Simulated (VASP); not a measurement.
Cu, 1 atom in the cell. It takes space group I4/mmm (No. 139, tetragonal). The conventional cell has a = 2.929 Å, b = 2.929 Å, c = 2.752 Å, α = 90.00°, β = 90.00°, γ = 90.00°. Cu (site symmetry 4/mmm) has 14 Cu at 2.49 to 2.93 Å within 3.3 Å. 

```yaml
Program: VASP 6.6.1
Task: single point
Functional: LDA
Potentials_or_basis: VASP PAW LDA potentials, release 64 (Cu)
Cutoff: 520 eV
k_mesh: 24 × 24 × 24
Occupations: gaussian, width 0.15 eV
Spin: no spin polarisation
Dipole_correction: no
Further_INCAR_settings: ALGO = Fast; EDIFF = 1e-07; NBANDS = 12
```

Potentials or basis: VASP PAW LDA potentials, release 64 (Cu).

Launch:

```console
$ cat potpaw_LDA.64/Cu/POTCAR > POTCAR
$ mpirun -np 1 vasp_std > vasp.out
```

Hardware: 1 thread of AMD EPYC 9R45 96-Core Processor (Zen 5), on a shared host.

How long does it take, and how much memory?

Wall time 73 s on 1 thread of AMD EPYC 9R45 96-Core Processor (Zen 5), with other jobs on the host, peak memory 0.21 GiB. Counts: scf iterations 14, k points 1063.
